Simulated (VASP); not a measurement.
Set up this calculation in VASP 6.6.1, as the native input.

```yaml
Task: relaxation of the atoms
Functional: PBE
Potentials_or_basis: VASP PAW PBE potentials, release 64 (Hf_pv, Si)
Cutoff: 520 eV
k_mesh: 2 × 2 × 2, shifted
Occupations: gaussian, width 0.02 eV
Spin: no spin polarisation
Dipole_correction: no
Further_INCAR_settings: LREAL = Auto; ALGO = Normal; EDIFF = 1e-07; IBRION = 2; EDIFFG = -0.03; NSW = 60
```

The structure of HfSi31 (a cell with a defect) lies in POSCAR:

```
HfSi31
1.0
   -5.4700936619      5.4700936619     -5.4700936619
   -5.4700936619     -5.4700936619      5.4700936619
    5.4700936619      5.4700936619      5.4700936619
Hf Si
1 31
Direct
    0.0000000000      0.0000000000      0.2500000000
    0.7500000000      0.2500000000      0.2500000000
    0.7500000000      0.0000000000      0.5000000000
    0.5000000000      0.5000000000      0.2500000000
    0.5000000000      0.2500000000      0.5000000000
    0.5000000000      0.0000000000      0.7500000000
    0.2500000000      0.7500000000      0.2500000000
    0.2500000000      0.5000000000      0.5000000000
    0.2500000000      0.2500000000      0.7500000000
    0.2500000000      0.0000000000      0.0000000000
    0.0000000000      0.7500000000      0.5000000000
    0.0000000000      0.5000000000      0.7500000000
    0.0000000000      0.2500000000      0.0000000000
    0.7500000000      0.7500000000      0.7500000000
    0.7500000000      0.5000000000      0.0000000000
    0.5000000000      0.7500000000      0.0000000000
    0.7500000000      0.7500000000      0.5000000000
    0.5000000000      0.0000000000      0.5000000000
    0.5000000000      0.7500000000      0.7500000000
    0.2500000000      0.2500000000      0.5000000000
    0.2500000000      0.0000000000      0.7500000000
    0.2500000000      0.7500000000      0.0000000000
    0.0000000000      0.5000000000      0.5000000000
    0.0000000000      0.2500000000      0.7500000000
    0.0000000000      0.0000000000      0.0000000000
    0.0000000000      0.7500000000      0.2500000000
    0.7500000000      0.5000000000      0.7500000000
    0.7500000000      0.2500000000      0.0000000000
    0.7500000000      0.0000000000      0.2500000000
    0.5000000000      0.5000000000      0.0000000000
    0.5000000000      0.2500000000      0.2500000000
    0.2500000000      0.5000000000      0.2500000000
```

These files were run (other wordings do the same):

INCAR

```
PREC     = Accurate       # precision mode
ENCUT    = 520            # plane-wave cutoff, eV
EDIFF    = 1E-7           # SCF threshold, eV
ISMEAR   = 0              # smearing method
SIGMA    = 0.02           # smearing width, eV
LREAL    = Auto         
LASPH    = T              # aspherical terms in the spheres
NELM     = 80             # most SCF steps
ALGO     = Normal         # electronic algorithm
ISIF     = 2              # what is computed and relaxed
LWAVE    = F              # write WAVECAR
LCHARG   = F              # write CHGCAR
GGA      = PE             # functional
IBRION   = 2              # ionic algorithm
NSW      = 60             # ionic steps
EDIFFG   = -0.03          # ionic threshold
KPAR     = 2
```

KPOINTS

```
Automatic mesh
0
Gamma
  2 2 2
  0.5 0.5 0.5
```

Potentials or basis: VASP PAW PBE potentials, release 64 (Hf_pv, Si).

Launch:

```bash
$ cat potpaw_PBE.64/Hf_pv/POTCAR potpaw_PBE.64/Si/POTCAR > POTCAR
$ mpirun -np 2 vasp_std > vasp.out
```

Results of the run:

```yaml
Energy_gained_by_relaxing: 44.6 meV/atom
Ionic_steps: 7
Pressure_after_relaxing: 2.0 GPa
Largest_force_after_relaxing: 0.030 eV/Å
Band_gap_on_the_k_mesh: 0.94 eV
```

Caveat: spin-orbit coupling is left out, which moves the levels of the heavy elements.

It took 11 min on 2 MPI ranks on Intel(R) Xeon(R) Platinum 8259CL CPU @ 2.50GHz (Skylake/Cascade Lake) (shared host), peak memory 0.79 GiB a rank.
